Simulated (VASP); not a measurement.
The system is BAs.

```
B As
1.0
     0.00000    2.39187    2.39187
     2.39187    0.00000    2.39187
     2.39187    2.39187    0.00000
B As
1 1
Direct
  0.00000 0.00000 0.00000
  0.25000 0.25000 0.25000
```

Program: VASP 6.6.1. Alike in all runs: task single point; potentials or basis VASP PAW PBE potentials, release 64 (B, As_d); no spin polarisation; cell as given; k mesh 4 × 4 × 4; cutoff (eV) 420.

Task: Order these runs on this cell by their band gap on the k mesh, lowest first.
A. level PBE-based screened hybrid with 75 % exact exchange; smearing gaussian 0.01 eV; share of exact exchange 0.75; screening parameter 0.3 1/Å
B. level HSE06; smearing fermi-dirac 0.2 eV; share of exact exchange 0.25; screening parameter 0.2079 1/Å
C. level PBE-based global hybrid with 35 % exact exchange; smearing gaussian 0.01 eV; share of exact exchange 0.35

Result: B (2.11 eV), A (3.03 eV), C (3.48 eV).

Caveats: all runs use coarse meshes.

A k mesh can miss the band edges.
